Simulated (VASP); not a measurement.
# Na4H in VASP: notebook

Na4H is run at these levels: PBE; tasks: single point.

Everything below comes from runs of VASP 6.6.1. Logs are shortened: lines on timing, memory, paths and dates and some standing lists are left out, and cuts for length are marked.

**1. The cell of the first run**

The cell holds a slab with vacuum, 10 atoms: a = 7.267 Å, b = 7.267 Å, c = 20.967 Å, α = 90.00°, β = 90.00°, γ = 109.47°.

**2. Single point, PBE**

Contents of INCAR:

```
PREC = Accurate
ENCUT = 400
EDIFF = 1E-6
ISMEAR = 0
SIGMA = 0.1
LREAL = False
LASPH = True
NELM = 120
ALGO = Normal
ISIF = 2
LWAVE = False
LCHARG = True
LDIPOL = True
IDIPOL = 3
DIPOL = 0.5 0.5 0.280
GGA = PE
LELF = True
LVHAR = True
LVACPOTAV = True
NBANDS = 40
GGA_COMPAT = False
NELMDL = -8
```

Contents of KPOINTS:

```
Automatic mesh
0
Gamma
  4 4 1
```

Contents of POSCAR:

```
Na4H
1.0
    7.2665054626      0.0000000000      0.0000000000
   -2.4221684875      6.8509270508      0.0000000000
    0.0000000000      0.0000000000     20.9665384335
Na H
8 2
Direct
    0.2500000000      0.2500000000      0.1907801811
    0.2500000000      0.7500000000      0.1907801811
    0.7500000000      0.2500000000      0.1907801811
    0.7500000000      0.7500000000      0.1907801811
    0.0000000000      0.0000000000      0.3322693660
    0.0000000000      0.5000000000      0.3322693660
    0.5000000000      0.0000000000      0.3322693660
    0.5000000000      0.5000000000      0.3322693660
    0.0854033960      0.3333333333      0.3537321364
    0.2479299373      0.3333333333      0.3537321364
```

Potentials or basis: VASP PAW PBE potentials, release 64 (Na_pv, H).

The run is started by

```
cat potpaw_PBE.64/Na_pv/POTCAR potpaw_PBE.64/H/POTCAR > POTCAR
mpirun -np 1 vasp_std > vasp.out
```

OUTCAR:

```text
PREC = Accurate
   ENCUT = 400
   EDIFF = 1E-6
   ISMEAR = 0
   LREAL = False
   LASPH = True
   NELM = 120
   ISIF = 2
   GGA = PE
   NELMDL = -8

 ion  position               nearest neighbor table
   1  0.250  0.250  0.191-
   2  0.250  0.750  0.191-
   3  0.750  0.250  0.191-
   4  0.750  0.750  0.191-
   5  0.000  0.000  0.332-
   6  0.000  0.500  0.332-   9 1.60
   7  0.500  0.000  0.332-
   8  0.500  0.500  0.332-
   9  0.085  0.333  0.354-   6 1.60
  10  0.248  0.333  0.354-

  LATTYP: Found a base centered orthorhombic cell.
 ALAT       =     8.3906377698
 B/A-ratio  =     1.4142135624
 C/A-ratio  =     2.4988015225

  Lattice vectors:

 A1 = (   7.2665054626,   0.0000000000,   0.0000000000)
 A2 = (  -2.4221684875,   6.8509270508,   0.0000000000)
 A3 = (   0.0000000000,   0.0000000000,  20.9665384335)

Analysis of symmetry for initial positions (statically):
=====================================================================
 Subroutine PRICEL returns:
 Original cell was already a primitive cell.

 Routine SETGRP: Setting up the symmetry group for a
 base centered orthorhombic supercell.

 Subroutine GETGRP returns: Found  1 space group operations
 (whereof  1 operations were pure point group operations)
 out of a pool of  8 trial point group operations.

The static configuration has the point symmetry C_1 .

Analysis of symmetry for dynamics (positions and initial velocities):
=====================================================================
 Subroutine PRICEL returns:
 Original cell was already a primitive cell.

 Routine SETGRP: Setting up the symmetry group for a
 base centered orthorhombic supercell.

 Subroutine GETGRP returns: Found  1 space group operations
 (whereof  1 operations were pure point group operations)
 out of a pool of  8 trial point group operations.

The dynamic configuration has the point symmetry C_1 .

 Subroutine INISYM returns: Found  1 space group operations
 (whereof  1 operations are pure point group operations),
 and found     1 'primitive' translations

----------------------------------------------------------------------------------------

                                     Primitive cell

  volume of cell :    1043.7625

  direct lattice vectors                    reciprocal lattice vectors
     7.266505463  0.000000000  0.000000000     0.137617732  0.048655216  0.000000000
    -2.422168488  6.850927051  0.000000000     0.000000000  0.145965647  0.000000000
     0.000000000  0.000000000 20.966538433     0.000000000  0.000000000  0.047695045

  length of vectors
     7.266505463  7.266505463 20.966538433     0.145965647  0.145965647  0.047695045

  position of ions in fractional coordinates (direct lattice)
     0.250000000  0.250000000  0.190780181
     0.250000000  0.750000000  0.190780181
     0.750000000  0.250000000  0.190780181
     0.750000000  0.750000000  0.190780181
     0.000000000  0.000000000  0.332269366
     0.000000000  0.500000000  0.332269366
     0.500000000  0.000000000  0.332269366
     0.500000000  0.500000000  0.332269366
     0.085403396  0.333333333  0.353732136
     0.247929937  0.333333333  0.353732136

  ion indices of the primitive-cell ions
   primitive index   ion index
                 1           1
                 2           2
                 3           3
                 4           4
                 5           5
                 6           6
                 7           7
                 8           8
                 9           9
                10          10

----------------------------------------------------------------------------------------

 KPOINTS: Automatic mesh

Automatic generation of k-mesh.
 Grid dimensions read from file:
 generate k-points for:    4    4    1

 Generating k-lattice:

  Cartesian coordinates                     Fractional coordinates (reciprocal lattice)
     0.034404433  0.012163804  0.000000000     0.250000000  0.000000000  0.000000000
     0.000000000  0.036491412  0.000000000     0.000000000  0.250000000  0.000000000
     0.000000000  0.000000000  0.047695045     0.000000000  0.000000000  1.000000000

  Length of vectors
     0.036491412  0.036491412  0.047695045

  Shift w.r.t. Gamma in fractional coordinates (k-lattice)
     0.000000000  0.000000000  0.000000000

 Subroutine IBZKPT returns following result:
 ===========================================

 Found     10 irreducible k-points:

 Following reciprocal coordinates:
            Coordinates               Weight
  0.000000  0.000000  0.000000      1.000000
  0.250000 -0.000000  0.000000      2.000000
  0.000000  0.250000  0.000000      2.000000
  0.500000 -0.000000  0.000000      1.000000
  0.000000  0.500000  0.000000      1.000000
  0.250000  0.250000  0.000000      2.000000
  0.500000  0.250000  0.000000      2.000000
  0.250000  0.500000  0.000000      2.000000
 -0.250000  0.250000  0.000000      2.000000
  0.500000  0.500000  0.000000      1.000000
   k-points           NKPTS =     10   k-points in BZ     NKDIM =     10   number of bands    NBANDS=     40
   number of dos      NEDOS =    301   number of ions     NIONS =     10
   total plane-waves  NPLWV = 322560
   dimension x,y,z NGX =    48 NGY =   48 NGZ =  140
   dimension x,y,z NGXF=    96 NGYF=   96 NGZF=  280
   ions per type =               8   2
   NGX,Y,Z   is equivalent  to a cutoff of  10.98, 10.98, 11.10 a.u.
   NGXF,Y,Z  is equivalent  to a cutoff of  21.96, 21.96, 22.20 a.u.
 SYSTEM =  unknown system
   PREC   = accura    normal or accurate (medium, high low for compatibility)
   ISTART =      0    job   : 0-new  1-cont  2-samecut
   ICHARG =      2    charge: 1-file 2-atom 10-const
   ISPIN  =      1    spin polarized calculation?
   LNONCOLLINEAR =      F non collinear calculations
   LSORBIT =      F    spin-orbit coupling
   LASPH  =      T    aspherical Exc in radial PAW
   ENCUT  =  400.0 eV  29.40 Ry    5.42 a.u.  11.85 11.85 34.19*2*pi/ulx,y,z
   NELM   =    120;   NELMIN=  2; NELMDL= -8     # of ELM steps
   EDIFF  = 0.1E-05   stopping-criterion for ELM
   LREAL  =      F    real-space projection
   EDIFFG = 0.1E-04   stopping-criterion for IOM
   NSW    =      0    number of steps for IOM
   IBRION =     -1    ionic relax: 0-MD 1-quasi-New 2-CG
   NFREE  =      0    steps in history (QN), initial steepest desc. (CG)
   ISIF   =      2    stress and relaxation
   ISYM   =      2    0-nonsym 1-usesym 2-fastsym
   POTIM  = 0.5000    time-step for ionic-motion
   TEBEG  =    0.0;   TEEND  =   0.0 temperature during run
   PSTRESS=    0.0 pullay stress
   NELECT =      58.0000    total number of electrons
   NUPDOWN=      -1.0000    fix difference up-down
   EMIN   =  10.00;   EMAX   =-10.00  energy-range for DOS
   EFERMI =   0.00;   METHOD = LEGACY
   ISMEAR =     0;   SIGMA  =   0.10  broadening in eV -4-tet -1-fermi 0-gaus
   EFERMI_NEDOS =   21; number of points for ismear=-14 and -15
   IALGO  =     38    algorithm
   IMIX   =      4    mixing-type and parameters
     AMIX     =   0.40;   BMIX     =  1.00
     AMIX_MAG =   1.60;   BMIX_MAG =  1.00
  volume/ion in A,a.u.               =     104.38       704.37
  Fermi-wavevector in a.u.,A,eV,Ry     =   0.624717  1.180545  5.309971  0.390272
  Thomas-Fermi vector in A             =   1.685372
   LORBIT       =      0    0 simple, 1 ext, 2 COOP (PROOUT), +10 PAW based schemes
   GGA     = PE    functional components
   LHFCALC =     F    Hartree Fock is set to
   AEXX    =    0.0000 exact exchange contribution
   IVDW    =     0    specifies the selected vdW correction
   LEPSILON=     F    determine dielectric tensor
   LRPA    =     F    only Hartree local field effects (RPA)
 non-spin polarized calculation
 Gauss-broadening in eV      SIGMA  =   0.10
  energy-cutoff  :      400.00
  volume of cell :     1043.76
 maximum number of plane-waves:     19038
   NGX = 23   NGY = 23   NGZ = 69

 dipolmoment           0.000000      0.000000      0.000259 electrons x Angstroem

 number of electron      57.9999955 magnetization

 dipolmoment           0.000000      0.000000     -0.001247 electrons x Angstroem

 Free energy of the ion-electron system (eV)
  ---------------------------------------------------
  ext. energy  EPLUGINS =         0.00000000
  ---------------------------------------------------
  free energy    TOTEN  =       -14.01706363 eV

  energy without entropy =      -13.99273226  energy(sigma->0) =      -14.00489794

 E-fermi :  -1.8931     XC(G=0):  -2.5773

 val. band max:       -1.9330868316   @ k =   0.5000  -0.0000   0.0000
 cond. band min:      -1.8876509957   @ k =   0.2500   0.5000   0.0000
 fundamental gap:      0.0454358358
 Fermi energy:        -1.8930703962

 k-point     1 :       0.0000    0.0000    0.0000
  band No.  band energies     occupation
      1     -27.1052      2.00000
      2     -27.0875      2.00000
      3     -27.0777      2.00000
      4     -27.0409      2.00000
      5     -27.0308      2.00000
      6     -27.0265      2.00000
[... 32 lines left out ...]
     39       0.6887      0.00000
     40       0.8524      0.00000

 k-point     2 :       0.2500   -0.0000    0.0000
  band No.  band energies     occupation
      1     -27.1052      2.00000
      2     -27.0871      2.00000
      3     -27.0772      2.00000
      4     -27.0408      2.00000
      5     -27.0289      2.00000
      6     -27.0264      2.00000
[... 32 lines left out ...]
     39       0.8382      0.00000
     40       1.0536      0.00000

 k-point     3 :       0.0000    0.2500    0.0000
  band No.  band energies     occupation
      1     -27.1052      2.00000
      2     -27.0865      2.00000
      3     -27.0774      2.00000
      4     -27.0410      2.00000
      5     -27.0308      2.00000
      6     -27.0276      2.00000
[... 32 lines left out ...]
     39       0.7268      0.00000
     40       1.0493      0.00000

 k-point     4 :       0.5000   -0.0000    0.0000
  band No.  band energies     occupation
      1     -27.1051      2.00000
      2     -27.0868      2.00000
      3     -27.0766      2.00000
      4     -27.0407      2.00000
      5     -27.0266      2.00000
      6     -27.0263      2.00000
[... 32 lines left out ...]
     39       1.2195      0.00000
     40       1.3076      0.00000

 k-point     5 :       0.0000    0.5000    0.0000
  band No.  band energies     occupation
      1     -27.1051      2.00000
      2     -27.0854      2.00000
      3     -27.0769      2.00000
      4     -27.0411      2.00000
      5     -27.0309      2.00000
      6     -27.0285      2.00000
[... 32 lines left out ...]
     39       1.2036      0.00000
     40       1.3065      0.00000

 k-point     6 :       0.2500    0.2500    0.0000
  band No.  band energies     occupation
      1     -27.1051      2.00000
      2     -27.0860      2.00000
      3     -27.0769      2.00000
      4     -27.0409      2.00000
      5     -27.0289      2.00000
      6     -27.0275      2.00000
[... 32 lines left out ...]
     39       1.0065      0.00000
     40       1.1629      0.00000

 k-point     7 :       0.5000    0.2500    0.0000
  band No.  band energies     occupation
      1     -27.1051      2.00000
      2     -27.0857      2.00000
      3     -27.0764      2.00000
      4     -27.0408      2.00000
      5     -27.0276      2.00000
      6     -27.0267      2.00000
[... 32 lines left out ...]
     39       1.2002      0.00000
     40       1.5185      0.00000

 k-point     8 :       0.2500    0.5000    0.0000
  band No.  band energies     occupation
      1     -27.1051      2.00000
      2     -27.0850      2.00000
      3     -27.0766      2.00000
      4     -27.0410      2.00000
      5     -27.0294      2.00000
      6     -27.0283      2.00000
[... 32 lines left out ...]
     39       1.3162      0.00000
     40       1.5531      0.00000

 k-point     9 :      -0.2500    0.2500    0.0000
  band No.  band energies     occupation
      1     -27.1051      2.00000
      2     -27.0861      2.00000
      3     -27.0770      2.00000
      4     -27.0409      2.00000
      5     -27.0289      2.00000
      6     -27.0276      2.00000
[... 32 lines left out ...]
     39       1.1370      0.00000
     40       1.1458      0.00000

 k-point    10 :       0.5000    0.5000    0.0000
  band No.  band energies     occupation
      1     -27.1051      2.00000
      2     -27.0846      2.00000
      3     -27.0762      2.00000
      4     -27.0409      2.00000
      5     -27.0290      2.00000
      6     -27.0268      2.00000
[... 32 lines left out ...]
     39       1.3194      0.00000
     40       1.4791      0.00000

------------------------ aborting loop because EDIFF is reached ----------------------------------------

  FORCE on cell =-STRESS in cart. coord.  units (eV):
  Direction    XX          YY          ZZ          XY          YZ          ZX
  --------------------------------------------------------------------------------------
  -------------------------------------------------------------------------------------
  Total        0.6942895      1.1518755     -0.0485718     -1.5264527     -1.3266689      0.3973759
  in kB        1.0657357      1.7681311     -0.0745578     -2.3431077     -2.0364392      0.6099727
  external PRESSURE =       0.9197697 kB  Pullay stress =       0.0000000 kB

 VOLUME and BASIS-vectors are now :
 -----------------------------------------------------------------------------
  energy-cutoff  :      400.00
  volume of cell :     1043.76
      direct lattice vectors                 reciprocal lattice vectors
     7.266505463  0.000000000  0.000000000     0.137617732  0.048655216  0.000000000
    -2.422168488  6.850927051  0.000000000     0.000000000  0.145965647  0.000000000
     0.000000000  0.000000000 20.966538433     0.000000000  0.000000000  0.047695045

 POSITION                                       TOTAL-FORCE (eV/Angst)
 -----------------------------------------------------------------------------------
      1.21108      1.71273      4.00000         0.024931      0.006970     -0.016937
      0.00000      5.13820      4.00000         0.014893      0.022952      0.013189
      4.84434      1.71273      4.00000        -0.003607     -0.015990     -0.010507
      3.63325      5.13820      4.00000        -0.024241      0.005460      0.026848
      0.00000      0.00000      6.96654        -0.006625      0.066458      0.010360
     -1.21108      3.42546      6.96654        -1.768019      2.023662     -0.763260
      3.63325      0.00000      6.96654        -0.001173      0.078411     -0.002719
      2.42217      3.42546      6.96654         0.802910      0.632999     -0.221362
     -0.18681      2.28364      7.41654         2.804445     -2.151381      0.801869
      0.99419      2.28364      7.41654        -1.843515     -0.669541      0.162519
 -----------------------------------------------------------------------------------
    total drift:                               -0.000144     -0.000104     -0.001875

  FREE ENERGIE OF THE ION-ELECTRON SYSTEM (eV)
  ---------------------------------------------------
  free  energy   TOTEN  =       -14.0170636306 eV

  energy  without entropy=      -13.9927322573  energy(sigma->0) =      -14.00489794

 vacuum level on the upper side and lower side of the slab         1.012         1.017
```

It took 4.8 min on 1 thread of Intel Xeon 6975P-C (Granite Rapids), shared host; peak memory 0.75 GiB.

Results:

| Quantity | Value |
| --- | --- |
| Free energy | -14.0171 eV |
| Largest force | 3.624 eV/Å |
| Band gap on the k mesh | zero (bands 29 and 30 overlap by 0.66 eV) |

Forces in eV/Å, atoms in the order of the input:
```
Na   0.025  0.007 -0.017
Na   0.015  0.023  0.013
Na  -0.004 -0.016 -0.011
Na  -0.024  0.005  0.027
Na  -0.007  0.066  0.010
Na  -1.768  2.024 -0.763
Na  -0.001  0.078 -0.003
Na   0.803  0.633 -0.221
H    2.804 -2.151  0.802
H   -1.844 -0.670  0.163
```

Levels at points of the mesh, in eV from the Fermi level:
```
           k point  band 26  band 27  band 28  band 29  band 30  band 31  band 32  band 33
(0.00, 0.00, 0.00)    -2.45    -0.79    -0.38     0.41     0.45     0.67     0.83     1.08
(0.50, 0.00, 0.00)    -2.03    -1.57    -0.58    -0.04     0.07     0.76     1.10     1.50
(0.00, 0.50, 0.00)    -1.93    -1.54    -0.50    -0.32     0.02     0.77     0.91     1.50
(0.50, 0.50, 0.00)    -1.78    -1.36    -0.78    -0.43    -0.24     0.50     0.70     1.58
```

**3. Single point, PBE**

Contents of INCAR:

```
PREC     = Accurate       # precision mode
ENCUT    = 400            # plane-wave cutoff, eV
EDIFF    = 1E-6           # SCF threshold, eV
ISMEAR   = 0              # smearing method
SIGMA    = 0.1            # smearing width, eV
LREAL    = False          # projectors in reciprocal space
LASPH    = True           # aspherical terms in the spheres
NELM     = 120            # most SCF steps
ALGO     = Normal         # electronic algorithm
ISIF     = 2              # what is computed and relaxed
LWAVE    = False          # write WAVECAR
LCHARG   = False          # write CHGCAR
LDIPOL   = True         
IDIPOL   = 3            
DIPOL    = 0.5 0.5 0.286
GGA      = PE             # functional
NBANDS   = 40             # bands
GGA_COMPAT= False        
NELMDL   = -8
```

KPOINTS is that of step 2.

POSCAR: that of step 2 with these lines changed.

```diff
@@ -16,3 +16,3 @@
     0.5000000000      0.5000000000      0.3322693660
-    0.0854033960      0.3333333333      0.3537321364
-    0.2479299373      0.3333333333      0.3537321364
+    0.0854033960      0.3333333333      0.3842569654
+    0.2479299373      0.3333333333      0.3842569654
```

Potentials or basis: VASP PAW PBE potentials, release 64 (Na_pv, H).

The run is started by

```
cat potpaw_PBE.64/Na_pv/POTCAR potpaw_PBE.64/H/POTCAR > POTCAR
mpirun -np 1 vasp_std > vasp.out
```

It took 4.5 min on 1 thread of Intel Xeon 6975P-C (Granite Rapids), shared host; peak memory 0.75 GiB.

The run converged. Its results:

- Free energy: -14.5609 eV
- Largest force: 2.237 eV/Å
- Band gap on the k mesh: zero (bands 29 and 30 overlap by 0.69 eV)

Forces on the atoms (eV/Å):
```
Na   0.031 -0.008 -0.014
Na   0.005  0.022  0.030
Na  -0.014 -0.009 -0.003
Na  -0.013  0.000  0.021
Na  -0.003  0.122  0.063
Na  -0.492  0.551 -0.489
Na   0.003  0.082  0.019
Na   0.267  0.173 -0.119
H    2.067 -0.697  0.495
H   -1.850 -0.237 -0.003
```

Levels at points of the mesh, in eV from the Fermi level:
```csv
k point,band 27,band 28,band 29,band 30,band 31,band 32
"(0.00, 0.00, 0.00)",-0.76,-0.16,0.43,0.46,0.59,0.83
"(0.50, 0.00, 0.00)",-1.70,-0.56,0.01,0.11,0.55,0.99
"(0.00, 0.50, 0.00)",-1.67,-0.31,-0.30,0.07,0.56,0.81
"(0.50, 0.50, 0.00)",-1.46,-0.72,-0.49,-0.26,0.43,0.68
```
